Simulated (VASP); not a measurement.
Wanted: the native input for a VASP 6.6.1 run.

```yaml
Task: single point
Functional: PBE
Potentials_or_basis: VASP PAW PBE potentials, release 64 (Cd, Se)
Cutoff: 520 eV
k_mesh: 12 × 12 × 4
Occupations: gaussian, width 0.1 eV
Spin: no spin polarisation
Dipole_correction: no
Further_INCAR_settings: ALGO = Normal; EDIFF = 1e-07; NBANDS = 35
```

The structure of Cd4Se lies in POSCAR:

```
Cd4Se
1.0
    4.1940486051      0.0000000000      0.0000000000
   -2.0970243026      3.6321526367      0.0000000000
    0.0000000000      0.0000000000      8.4790812513
Cd Se
4 1
Direct
    0.3333333333      0.6666666667      0.1877492817
    0.6666666667      0.3333333333      0.8122507183
    0.6666666667      0.3333333333      0.3982507397
    0.3333333333      0.6666666667      0.6017492603
    0.0000000000      0.0000000000      0.0000000000
```

The input as run:

INCAR

```
ALGO = Normal
EDIFF = 1E-7
ENCUT = 520
GGA = PE
ISIF = 2
ISMEAR = 0
LASPH = True
LCHARG = False
LREAL = False
LWAVE = False
NBANDS = 35
NELM = 80
PREC = Accurate
SIGMA = 0.1
```

KPOINTS

```
k-points
0
Gamma
  12 12 4
```

Potentials or basis: VASP PAW PBE potentials, release 64 (Cd, Se).

The run is started by

```bash
$ cat potpaw_PBE.64/Cd/POTCAR potpaw_PBE.64/Se/POTCAR > POTCAR
$ mpirun -np 1 vasp_std > vasp.out
```

Results of the run:

```yaml
Pressure: 0.2 GPa
Band_gap_on_the_k_mesh: zero (bands 27 and 28 overlap by 2.87 eV)
```

Wall time 3.2 min on 1 thread of Intel(R) Xeon(R) Platinum 8488C (Sapphire Rapids), on a shared host, peak memory 0.4 GiB.
